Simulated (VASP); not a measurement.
Input of a VASP 6.6.1 run:

Contents of INCAR:

```
PREC     = Accurate       # precision mode
ENCUT    = 520            # plane-wave cutoff, eV
EDIFF    = 1E-8           # SCF threshold, eV
ISMEAR   = -1             # smearing method
SIGMA    = 0.02           # smearing width, eV
LREAL    = False          # projectors in reciprocal space
LASPH    = True           # aspherical terms in the spheres
NELM     = 100            # most SCF steps
ALGO     = Normal         # electronic algorithm
ISIF     = 2              # what is computed and relaxed
LWAVE    = False          # write WAVECAR
LCHARG   = False          # write CHGCAR
GGA      = CA             # functional
LEFG     = True         
NBANDS   = 15             # bands
```

The input KPOINTS:

```
Automatic mesh
0
Gamma
  8 8 8
```

POSCAR

```
SrO
1.0
    0.0000000000      2.6202010311      2.6202010311
    2.6202010311      0.0000000000      2.6202010311
    2.6202010311      2.6202010311      0.0000000000
Sr O
1 1
Direct
    0.0000000000      0.0000000000      0.0000000000
    0.5000000000      0.5000000000      0.5000000000
```

Potentials or basis: VASP PAW LDA potentials, release 64 (Sr_sv, O).

Launch:

```console
$ cat potpaw_LDA.64/Sr_sv/POTCAR potpaw_LDA.64/O/POTCAR > POTCAR
$ mpirun -np 1 vasp_std > vasp.out
```

(1) What does it give for the band gap on the k mesh?

(2) Predict the pressure.

Results:

(1) 3.13 eV, indirect (least direct gap 3.25 eV).

(2) -8.0 GPa.

Caveat: without QUAD_EFG the Cq values of the log hold for a quadrupole moment of 1 mb, not for the nuclei.
